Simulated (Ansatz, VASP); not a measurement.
## One calculation of Co, two programs

```xyz
1
Lattice="-1.4023 1.4023 1.4023 1.4023 -1.4023 1.4023 1.4023 1.4023 -1.4023" Properties=species:S:1:pos:R:3 pbc="T T T"
Co    0.0000    0.0000    0.0000
```

Alike in both runs: task single point; functional PBEsol; k mesh 8 × 8 × 8; occupations gaussian, width 0.1 eV; collinear spin.

```csv
,VASP,Ansatz
version,VASP 6.6.1,Ansatz 0.2.0
potentials or method,"VASP PAW PBE potentials, release 64 (Co), cutoff 600 eV","scalar-relativistic, plane waves, PAW"
valence electrons in the cell,9,17
```

|  | VASP | Ansatz | Ansatz less VASP |
| --- | --- | --- | --- |
| gap on the k mesh at the Fermi level (eV) | none | none | - |
| pressure (GPa) | -8.8 | -8.2 | +0.62 |
| net moment per atom (μB) | 1.81 | 1.81 | +0.001 |
| size of the moment on the site where the two differ most (μB) | 1.82 | 1.86 | +0.043 |

VASP's potentials were made for PBE, not for PBEsol. Site moments also hang on the region over which each program counts them. A gap of «none» marks a metal or a gap that the smearing closes. With one functional, cell and mesh, what is left measures potentials, basis and numerics. VASP's potentials hold 9 valence electrons a cell and Ansatz's 17, so a difference there can come from the potentials and not from the codes.

The k mesh is coarse, so the values compare programs but aren't converged.
